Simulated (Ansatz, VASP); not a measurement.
# Re: VASP beside Ansatz

The input INCAR:

```
SYSTEM = Re
PREC = Accurate
ENCUT = 600
EDIFF = 1E-6
ISMEAR = -1
SIGMA = 0.1
LREAL = .FALSE.
LASPH = .TRUE.
NELM = 120
ALGO = Normal
ISIF = 2
LWAVE = .FALSE.
LCHARG = .FALSE.
NBANDS = 14
GGA_COMPAT = .FALSE.
```

The input KPOINTS:

```
regular mesh
0
G
  22 22 12
  0 0 0
```

File POSCAR:

```
Re
1.0
    2.7391880258      0.0000000000      0.0000000000
   -1.3695940129      2.3722064161      0.0000000000
    0.0000000000      0.0000000000      4.4118668232
Re
2
Direct
    0.3333333333      0.6666666667      0.2500000000
    0.6666666667      0.3333333333      0.7500000000
```

Input for Ansatz:

```yaml
crystal:
  lattice:
    - [2.7391880258, 0.0, 0.0]
    - [-1.3695940129, 2.3722064161, 0.0]
    - [0.0, 0.0, 4.4118668232]
  atoms:
    - { symbol: Re, position: [0.3333333333, 0.6666666667, 0.25] }
    - { symbol: Re, position: [0.6666666667, 0.3333333333, 0.75] }
hamiltonian:
  xc: lda
  pseudopotentials:
    kind: paw
    azcp:
      Re: "pseudopotentials/Re.paw.azcp"
basis:
  ecutwfc: 420
  fft_grid_basis: typed
kpoints:
  mp_grid: { grid: [22, 22, 12], shift: [0, 0, 0] }
magnetization:
  spin_polarized: false
scf:
  occupations: { method: fermi_dirac, width: 0.1 }
  lower_state_search: "off"
output:
  stress: true
```

Alike in both runs: task single point; functional LDA; k mesh 22 × 22 × 12; occupations fermi-dirac, width 0.1 eV; no spin polarisation.

|  | VASP | Ansatz |
| --- | --- | --- |
| version | VASP 6.6.1 | Ansatz 0.2.0 |
| potentials or method | VASP PAW LDA potentials, release 64 (Re), cutoff 600 eV | plane waves (420 eV) with PAW, scalar-relativistic |
| valence electrons in the cell | 14 | 30 |

```tsv
	VASP	Ansatz	Ansatz less VASP
pressure (GPa)	1.7	0.1	-1.67
traceless stress, the component that is largest in VASP (GPa)	0.03	0.15	+0.125
```

Ansatz warns that its potentials were made for another functional, while VASP's fit it. LDA's correlation is that of Perdew and Zunger in VASP and of Perdew and Wang (1992) in Ansatz. VASP's potentials hold 14 valence electrons a cell and Ansatz's 30, so a difference there can come from the potentials and not from the codes.

Neither program's run includes spin-orbit coupling.
